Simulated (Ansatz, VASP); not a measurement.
## Ba: VASP beside Ansatz

```
CELL_PARAMETERS angstrom
-2.57500 2.57500 2.46250
2.57500 -2.57500 2.46250
2.57500 2.57500 -2.46250
ATOMIC_POSITIONS crystal
Ba 0.00000 0.00000 0.00000
```

Change from the starting cell: strain +0.030 along x and y, -0.015 along z, atoms carried along.

Alike in both runs: task single point; functional PBE; k mesh 14 × 14 × 14; occupations gaussian, width 0.15 eV; no spin polarisation.

|  | VASP | Ansatz |
| --- | --- | --- |
| version | VASP 6.6.1 | Ansatz 0.2.0 |
| potentials or method | VASP PAW PBE potentials, release 64 (Ba_sv), cutoff 520 eV | scalar-relativistic, plane waves, PAW |
| valence electrons in the cell | 10 | 10 |

Ansatz gave:

| Item | Value |
| --- | --- |
| gap on the k mesh at the Fermi level (eV) | none |
| pressure (GPa) | -0.3 |
| traceless stress, the component that is largest in VASP (GPa) | 0.14 |

Problem. What did VASP give for the same quantities?

Solution. gap on the k mesh at the Fermi level (eV): none; pressure (GPa): -0.2; traceless stress, the component that is largest in VASP (GPa): 0.15.

A gap of «none» marks a metal or a gap that the smearing closes. With one functional, cell and mesh, what is left measures potentials, basis and numerics.

Spin-orbit coupling is off throughout.
